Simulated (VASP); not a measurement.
# NiO (Fm-3m) in VASP: settings compared, part 3 of 3

VASP 6.6.1.

## 4. Single point, r2SCAN, collinear spin, ferromagnetic start

Contents of POSCAR:

```
NiO
1.0
    0.0000000000      2.0913095100      2.0913095100
    2.0913095100      0.0000000000      2.0913095100
    2.0913095100      2.0913095100      0.0000000000
Ni O
1 1
Direct
    0.0000000000      0.0000000000      0.0000000000
    0.5000000000      0.5000000000      0.5000000000
```

Contents of INCAR.step1:

```
SYSTEM = NiO
PREC     = Accurate       ! precision mode
ENCUT    = 520            ! plane-wave cutoff, eV
ISMEAR   = -1             ! smearing method
SIGMA    = 0.05           ! smearing width, eV
LREAL    = .FALSE.        ! projectors in reciprocal space
LASPH    = .TRUE.         ! aspherical terms in the spheres
NELM     = 150            ! most SCF steps
ISPIN    = 2              ! spin polarisation
MAGMOM   = 1 0            ! initial moments
LMAXMIX  = 4              ! l up to which the mixer works
NBANDS   = 19             ! bands
GGA      = PE             ! functional
ALGO     = Normal         ! electronic algorithm
EDIFF    = 1E-4           ! SCF threshold, eV
LWAVE    = .TRUE.         ! write WAVECAR
LCHARG   = .FALSE.        ! write CHGCAR
```

Contents of INCAR.step2:

```
SYSTEM = NiO
PREC     = Accurate       ! precision mode
ENCUT    = 520            ! plane-wave cutoff, eV
EDIFF    = 1E-6           ! SCF threshold, eV
ISMEAR   = -1             ! smearing method
SIGMA    = 0.05           ! smearing width, eV
LREAL    = .FALSE.        ! projectors in reciprocal space
LASPH    = .TRUE.         ! aspherical terms in the spheres
NELM     = 150            ! most SCF steps
ALGO     = Normal         ! electronic algorithm
ISIF     = 2              ! what is computed and relaxed
LWAVE    = .FALSE.        ! write WAVECAR
LCHARG   = .FALSE.        ! write CHGCAR
ISPIN    = 2              ! spin polarisation
MAGMOM   = 1 0            ! initial moments
LORBIT   = 11             ! projections on sites
LMAXMIX  = 4              ! l up to which the mixer works
METAGGA  = R2SCAN         ! meta-GGA
LMIXTAU  = .TRUE.       
NBANDS   = 19             ! bands
ISTART   = 1
```

Contents of KPOINTS:

```
regular mesh
0
G
  6 6 6
  0 0 0
```

Potentials or basis: VASP PAW PBE potentials, release 64 (Ni, O).

Started as:

```console
$ cat potpaw_PBE.64/Ni/POTCAR potpaw_PBE.64/O/POTCAR > POTCAR
$ cp INCAR.step1 INCAR
$ mpirun -np 1 vasp_std > vasp.out
$ cp INCAR.step2 INCAR
$ mpirun -np 1 vasp_std > vasp.out
```

OUTCAR:

```text
SYSTEM = NiO
   PREC = Accurate
   ENCUT = 520
   EDIFF = 1E-6
   ISMEAR = -1
   LREAL = .FALSE.
   LASPH = .TRUE.
   NELM = 150
   ISIF = 2
   ISPIN = 2
   LORBIT = 11
   METAGGA = R2SCAN
   ISTART = 1

 ion  position               nearest neighbor table
   1  0.000  0.000  0.000-   2 2.09   2 2.09   2 2.09   2 2.09   2 2.09   2 2.09
   2  0.500  0.500  0.500-   1 2.09   1 2.09   1 2.09   1 2.09   1 2.09   1 2.09

  LATTYP: Found a face centered cubic cell.
 ALAT       =     4.1826190200

  Lattice vectors:

 A1 = (   0.0000000000,   2.0913095100,   2.0913095100)
 A2 = (   2.0913095100,   0.0000000000,   2.0913095100)
 A3 = (   2.0913095100,   2.0913095100,   0.0000000000)

Analysis of symmetry for initial positions (statically):
=====================================================================
 Subroutine PRICEL returns:
 Original cell was already a primitive cell.

 Routine SETGRP: Setting up the symmetry group for a
 face centered cubic supercell.

 Subroutine GETGRP returns: Found 48 space group operations
 (whereof 48 operations were pure point group operations)
 out of a pool of 48 trial point group operations.

The static configuration has the point symmetry O_h .

Analysis of symmetry for dynamics (positions and initial velocities):
=====================================================================
 Subroutine PRICEL returns:
 Original cell was already a primitive cell.

 Routine SETGRP: Setting up the symmetry group for a
 face centered cubic supercell.

 Subroutine GETGRP returns: Found 48 space group operations
 (whereof 48 operations were pure point group operations)
 out of a pool of 48 trial point group operations.

The dynamic configuration has the point symmetry O_h .

Analysis of structural, dynamic, and magnetic symmetry:
=====================================================================
 Subroutine PRICEL returns:
 Original cell was already a primitive cell.

 Routine SETGRP: Setting up the symmetry group for a
 face centered cubic supercell.

 Subroutine GETGRP returns: Found 48 space group operations
 (whereof 48 operations were pure point group operations)
 out of a pool of 48 trial point group operations.

The overall configuration has the point symmetry O_h .

 Subroutine INISYM returns: Found 48 space group operations
 (whereof 48 operations are pure point group operations),
 and found     1 'primitive' translations

----------------------------------------------------------------------------------------

                                     Primitive cell

  volume of cell :      18.2930

  direct lattice vectors                    reciprocal lattice vectors
     0.000000000  2.091309510  2.091309510    -0.239084649  0.239084649  0.239084649
     2.091309510  0.000000000  2.091309510     0.239084649 -0.239084649  0.239084649
     2.091309510  2.091309510  0.000000000     0.239084649  0.239084649 -0.239084649

  length of vectors
     2.957558272  2.957558272  2.957558272     0.414106759  0.414106759  0.414106759

  position of ions in fractional coordinates (direct lattice)
     0.000000000  0.000000000  0.000000000
     0.500000000  0.500000000  0.500000000

[... 59 lines left out ...]
   ISTART =      1    job   : 0-new  1-cont  2-samecut
   ICHARG =      0    charge: 1-file 2-atom 10-const
   ISPIN  =      2    spin polarized calculation?
   LNONCOLLINEAR =      F non collinear calculations
   LSORBIT =      F    spin-orbit coupling
   LASPH  =      T    aspherical Exc in radial PAW
   ENCUT  =  520.0 eV  38.22 Ry    6.18 a.u.   5.50  5.50  5.50*2*pi/ulx,y,z
   NELM   =    150;   NELMIN=  2; NELMDL=  0     # of ELM steps
   EDIFF  = 0.1E-05   stopping-criterion for ELM
   LREAL  =      F    real-space projection
   EDIFFG = 0.1E-04   stopping-criterion for IOM
   NSW    =      0    number of steps for IOM
   IBRION =     -1    ionic relax: 0-MD 1-quasi-New 2-CG
   NFREE  =      0    steps in history (QN), initial steepest desc. (CG)
   ISIF   =      2    stress and relaxation
   ISYM   =      2    0-nonsym 1-usesym 2-fastsym
   POTIM  = 0.5000    time-step for ionic-motion
   TEBEG  =    0.0;   TEEND  =   0.0 temperature during run
   PSTRESS=    0.0 pullay stress
   NELECT =      16.0000    total number of electrons
   NUPDOWN=      -1.0000    fix difference up-down
   EMIN   =  10.00;   EMAX   =-10.00  energy-range for DOS
   EFERMI =   0.00;   METHOD = LEGACY
   ISMEAR =    -1;   SIGMA  =   0.05  broadening in eV -4-tet -1-fermi 0-gaus
   EFERMI_NEDOS =   21; number of points for ismear=-14 and -15
   IALGO  =     38    algorithm
   IMIX   =      4    mixing-type and parameters
     AMIX     =   0.40;   BMIX     =  1.00
     AMIX_MAG =   1.60;   BMIX_MAG =  1.00
  volume/ion in A,a.u.               =       9.15        61.72
  Fermi-wavevector in a.u.,A,eV,Ry     =   1.565621  2.958594 33.350161  2.451168
  Thomas-Fermi vector in A             =   2.668070
   LORBIT       =     11    0 simple, 1 ext, 2 COOP (PROOUT), +10 PAW based schemes
   METAGGA = R2SCAN    functional components
   LHFCALC =     F    Hartree Fock is set to
   AEXX    =    0.0000 exact exchange contribution
   IVDW    =     0    specifies the selected vdW correction
   LEPSILON=     F    determine dielectric tensor
   LRPA    =     F    only Hartree local field effects (RPA)
 spin polarized calculation
  energy-cutoff  :      520.00
  volume of cell :       18.29
 maximum number of plane-waves:       531
 NGX is ok and might be reduce to    24
   NGX = 11   NGY = 11   NGZ = 11

 number of electron      16.0000005 magnetization       1.9999919

 Free energy of the ion-electron system (eV)
  ---------------------------------------------------
  ext. energy  EPLUGINS =         0.00000000
  ---------------------------------------------------
  free energy    TOTEN  =       -20.10980056 eV

  energy without entropy =      -20.10978633  energy(sigma->0) =      -20.10979345

 E-fermi :   7.8494     XC(G=0): -13.3801

 val. band max:        7.4539302530   @ k =   0.5000   0.0000   0.0000
 cond. band min:       8.1796249103   @ k =   0.0000   0.0000   0.0000
 fundamental gap:      0.7256946573
 Fermi energy:         7.8494495980

 spin component 1

 k-point     1 :       0.0000    0.0000    0.0000
  band No.  band energies     occupation
      1     -13.5947      1.00000
      2       3.4730      1.00000
      3       3.4730      1.00000
      4       4.3628      1.00000
      5       4.3629      1.00000
      6       4.3630      1.00000
[... 328 lines left out ...]
      5       4.1907      1.00000
      6       4.8207      1.00000
[... 11 lines left out ...]
     18      41.2363      0.00000
     19      44.1824      0.00000
 Fermi energy:         7.8494495980

 spin component 2

 k-point     1 :       0.0000    0.0000    0.0000
  band No.  band energies     occupation
      1     -13.0629      1.00000
      2       5.2473      1.00000
      3       5.2476      1.00000
      4       5.2477      1.00000
      5       5.3635      1.00000
      6       5.3635      1.00000
[... 329 lines left out ...]
      6       6.2388      1.00000
[... 11 lines left out ...]
     18      41.4660      0.00000
     19      44.9196      0.00000

------------------------ aborting loop because EDIFF is reached ----------------------------------------

  FORCE on cell =-STRESS in cart. coord.  units (eV):
  Direction    XX          YY          ZZ          XY          YZ          ZX
  --------------------------------------------------------------------------------------
  -------------------------------------------------------------------------------------
  Total        0.1175572      0.1175572      0.1175572     -0.0000000      0.0000000      0.0000000
  in kB       10.2961509     10.2961509     10.2961509     -0.0000000      0.0000000      0.0000000
  external PRESSURE =      10.2961509 kB  Pullay stress =       0.0000000 kB

 VOLUME and BASIS-vectors are now :
 -----------------------------------------------------------------------------
  energy-cutoff  :      520.00
  volume of cell :       18.29
      direct lattice vectors                 reciprocal lattice vectors
     0.000000000  2.091309510  2.091309510    -0.239084649  0.239084649  0.239084649
     2.091309510  0.000000000  2.091309510     0.239084649 -0.239084649  0.239084649
     2.091309510  2.091309510  0.000000000     0.239084649  0.239084649 -0.239084649

 POSITION                                       TOTAL-FORCE (eV/Angst)
 -----------------------------------------------------------------------------------
      0.00000      0.00000      0.00000        -0.000000     -0.000000      0.000000
      2.09131      2.09131      2.09131         0.000000      0.000000     -0.000000
 -----------------------------------------------------------------------------------
    total drift:                                0.000000     -0.000000     -0.000000

  FREE ENERGIE OF THE ION-ELECTRON SYSTEM (eV)
  ---------------------------------------------------
  free  energy   TOTEN  =       -20.1098005609 eV

  energy  without entropy=      -20.1097863326  energy(sigma->0) =      -20.10979345

 total charge

# of ion       s       p       d       tot
------------------------------------------
    1        0.335   0.416   8.170   8.921
    2        1.555   3.493   0.000   5.048
--------------------------------------------------
tot          1.890   3.909   8.170  13.969

 magnetization (x)

# of ion       s       p       d       tot
------------------------------------------
    1        0.011   0.012   1.670   1.693
    2        0.028   0.248   0.000   0.276
--------------------------------------------------
tot          0.039   0.259   1.670   1.969
```

Run time: 30 s. Hardware: 1 thread of Intel Xeon Platinum 8559C (Emerald Rapids), shared host; peak memory 0.15 GiB.

What came out:

```
Free energy                                           : -20.1098 eV
Pressure                                              : 1.0 GPa
Band gap on the k mesh                                : 0.73 eV, indirect (least direct gap 1.79 eV)
Net moment                                            : 2.00 μB per cell
Site moments                                          : Ni +1.69; O +0.28 μB
Valence electrons inside the program's atomic spheres : Ni 8.92; O 5.05
```

Caveat: the k points lie up to 0.43 Å⁻¹ apart; the PAW data sets were made with another functional, which shifts forces and pressure a little; a cell with one magnetic atom can't hold antiferromagnetic order, which such compounds often take. r2SCAN opens gaps a little over a GGA but as a rule still falls short of measured ones.

## 5. Single point, PBE

Contents of INCAR:

```
SYSTEM = NiO
PREC = Accurate ; ENCUT = 520
EDIFF = 1E-6 ; ISMEAR = -1
SIGMA = 0.05 ; LREAL = .False.
LASPH = .True. ; NELM = 80
ALGO = Normal ; ISIF = 2
LWAVE = .False. ; LCHARG = .True.
GGA = PE ; LELF = .True.
LVHAR = .True. ; NBANDS = 15
```

Contents of KPOINTS:

```
Automatic mesh
0
Gamma
  11 11 11
  0 0 0
```

POSCAR is that of step 4.

Started as:

```console
$ cat potpaw_PBE.64/Ni/POTCAR potpaw_PBE.64/O/POTCAR > POTCAR
$ mpirun -np 1 vasp_std > vasp.out
```

Wall time 40 s (1 thread of AMD EPYC 7R13, shared host); peak memory 0.12 GiB.

The run converged. Its results:

* Free energy: -11.3835 eV
* Pressure: -2.9 GPa
* Band gap on the k mesh: zero (band 8 reaches 9.04 eV, above the bottom of band 9 at 6.28 eV)

Levels at points of the mesh, in eV from the Fermi level:
```tsv
k point	band 4	band 5	band 6	band 7	band 8	band 9	band 10	band 11	band 12	band 13
(0.00, 0.00, 0.00)	-3.09	-1.85	-1.85	-1.85	-1.53	-1.53	1.62	17.84	19.07	19.07
```

Caveat: the run has no spin polarisation, though such a crystal can be magnetic; semilocal functionals often make such compounds metallic where correlation or magnetic order opens a gap, which also shifts bond lengths. Spin polarisation is off, so any magnetic state and its effect on volume and gap are missing.

## 6. Single point, PBE, collinear spin, ferromagnetic start

Contents of INCAR:

```
SYSTEM = NiO
ALGO = Normal
EDIFF = 1E-6
ENCUT = 520
GGA = PE
ISIF = 2
ISMEAR = -1
ISPIN = 2
LASPH = .TRUE.
LCHARG = .FALSE.
LMAXMIX = 4
LORBIT = 11
LREAL = .FALSE.
LWAVE = .FALSE.
MAGMOM = -0.88 0
NBANDS = 19
NELM = 150
PREC = Accurate
SIGMA = 0.05
```

Contents of KPOINTS:

```
k-points
0
G
  11 11 11
  0 0 0
```

POSCAR is that of step 5.

Potentials or basis: VASP PAW PBE potentials, release 64 (Ni, O).

Started as:

```console
$ cat potpaw_PBE.64/Ni/POTCAR potpaw_PBE.64/O/POTCAR > POTCAR
$ mpirun -np 1 vasp_std > vasp.out
```

Wall time 2 min (1 thread of AMD EPYC 7R13, shared host); peak memory 0.14 GiB.

The run converged. Its results:

```yaml
Free_energy: -11.4778 eV
Pressure: 3.7 GPa
Net_moment: -1.70 μB per cell
Site_moments: Ni -1.41; O -0.26 μB
Valence_electrons_inside_the_program's_atomic_spheres: Ni 8.98; O 4.98
```

Levels at points of the mesh, in eV from the Fermi level:
Spin up:
```tsv
k point	band 5	band 6	band 7	band 8	band 9	band 10
(0.00, 0.00, 0.00)	-1.82	-1.82	-1.82	-0.61	-0.61	1.85
```
Spin down:
| k point | band 6 | band 7 | band 8 | band 9 | band 10 | band 11 | band 12 | band 13 |
| --- | --- | --- | --- | --- | --- | --- | --- | --- |
| (0.00, 0.00, 0.00) | -2.98 | -2.61 | -2.61 | -2.61 | 1.52 | 17.85 | 18.90 | 18.90 |

Caveat: a cell with one magnetic atom can't hold antiferromagnetic order, which such compounds often take; semilocal functionals often make such compounds metallic where correlation or magnetic order opens a gap, which also shifts bond lengths. With open d or f shells a metallic result of PBE can be an artefact of self-interaction; +U or a hybrid may open a gap.

## 7. Summary

| level | spin | k mesh | gap on the mesh (eV) | pressure (GPa) | moment (μB) |
| --- | --- | --- | --- | --- | --- |
| PBE | collinear, ferromagnetic start | 6 × 6 × 6 | none | 3.9 | 1.72 |
| revPBE | collinear, ferromagnetic start | 6 × 6 × 6 | none | 8.7 | 1.75 |
| r2SCAN | collinear, ferromagnetic start | 6 × 6 × 6 | 0.73 | 1.0 | 2.00 |
| PBE | off | 11 × 11 × 11 | none | -2.9 | - |
| PBE | collinear, ferromagnetic start | 11 × 11 × 11 | none | 3.7 | 1.70 |

Alike in all rows: task single point; potentials or basis VASP PAW PBE potentials, release 64 (Ni, O); cell as given; cutoff (eV) 520; smearing fermi-dirac 0.05 eV.

Caveats: some runs use coarse meshes; a cell with one magnetic atom can't hold antiferromagnetic order, which such compounds often take (some runs); semilocal functionals often make such compounds metallic where correlation or magnetic order opens a gap, which also shifts bond lengths (some runs); the PAW data sets were made with another functional, which shifts forces and pressure a little (some runs).

Absolute energies hang on the potentials; compare differences alone.

## 8. How close it comes

Step 5. Measured gap of NiO: 4.3 eV (quoted in “Local correlations, non-local screening, multiplets, and band formation in NiO”, 2012, arxiv:1210.6675). This calculation gives 0.00 eV (-4.30 eV). So large a miss can be the level of theory's own, or it may mean another phase, state or a wrong row. The value is that of PBE on a finite k mesh, which can miss the band edges, without temperature or zero-point motion. Semilocal functionals fall short of measured gaps as a rule.
